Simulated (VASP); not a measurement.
Here is a VASP 6.6.1 calculation.

Contents of INCAR:

```
PREC = Accurate
ENCUT = 520
EDIFF = 1E-6
ISMEAR = 0
SIGMA = 0.1
LREAL = False
LASPH = True
NELM = 80
ALGO = Fast
ISIF = 2
LWAVE = False
LCHARG = False
GGA = PE
NBANDS = 33
```

KPOINTS

```
Automatic mesh
0
Gamma
  7 5 20
```

The input POSCAR:

```
TaN
1.0
    5.0976112905     -0.0000003411     -0.0015356002
   -0.0000004824      7.2091106382     -0.0032030681
   -2.5493109108     -0.0007450635      1.7086380759
Ta N
3 3
Direct
    0.3333333333      0.1666666667      0.0000000000
    0.6666666667      0.8333333333      0.0000000000
    0.0000000000      0.5000000000      0.0000000000
    0.0000000000      0.0000000000      0.0000000000
    0.3333333333      0.6666666667      0.0000000000
    0.6666666667      0.3333333333      0.0000000000
```

Potentials or basis: VASP PAW PBE potentials, release 64 (Ta_pv, N).

Command:

```sh
$ cat potpaw_PBE.64/Ta_pv/POTCAR potpaw_PBE.64/N/POTCAR > POTCAR
$ mpirun -np 1 vasp_std > vasp.out
```

Problem. Predict the pressure.

Solution. 17.0 GPa.

Problem. Predict the band gap on the k mesh.

Solution. Zero (bands 24 and 25 overlap by 3.06 eV).

Stress tensor (GPa, compression positive):
```
32.69 20.34 -0.01
20.34 17.36  0.01
-0.01  0.01  0.92
```

Caveat: the stress differs along the axes, from 1 to 33 GPa; spin-orbit coupling is left out, which moves the levels of the heavy elements.
